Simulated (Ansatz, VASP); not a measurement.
# BP: VASP beside Ansatz

```xyz
2
Lattice="0.0000 2.1776 2.3053 2.1776 0.0000 2.3053 2.1776 2.1776 0.0000" Properties=species:S:1:pos:R:3 pbc="T T T"
B     0.0000    0.0000    0.0000
P     1.0888    1.0888    1.1526
```

Change from the starting cell: epitaxial_xy strain -4.0%.

Alike in both runs: task single point; functional HSE06; k mesh 6 × 6 × 6; no spin polarisation.

|  | VASP | Ansatz |
| --- | --- | --- |
| version | VASP 6.6.1 | Ansatz 0.2.0 |
| potentials or method | VASP PAW PBE potentials, release 64 (B, P) | plane waves, PAW |
| plane-wave cutoff (eV) | 520 | 420 |
| occupations | gaussian, width 0.01 eV | fixed |
| valence electrons in the cell | 8 | 8 |

VASP gave:

```
gap on the k mesh at the Fermi level (eV)                     : 1.50
pressure (GPa)                                                : 10.4
traceless stress, the component that is largest in VASP (GPa) : -12.32
```

Problem. Which values does Ansatz return?

Solution. gap on the k mesh at the Fermi level (eV): 1.50; pressure (GPa): 11.1; traceless stress, the component that is largest in VASP (GPa): -12.28.

Ansatz's warnings: stress exchange threshold loose, stress scf threshold loose.
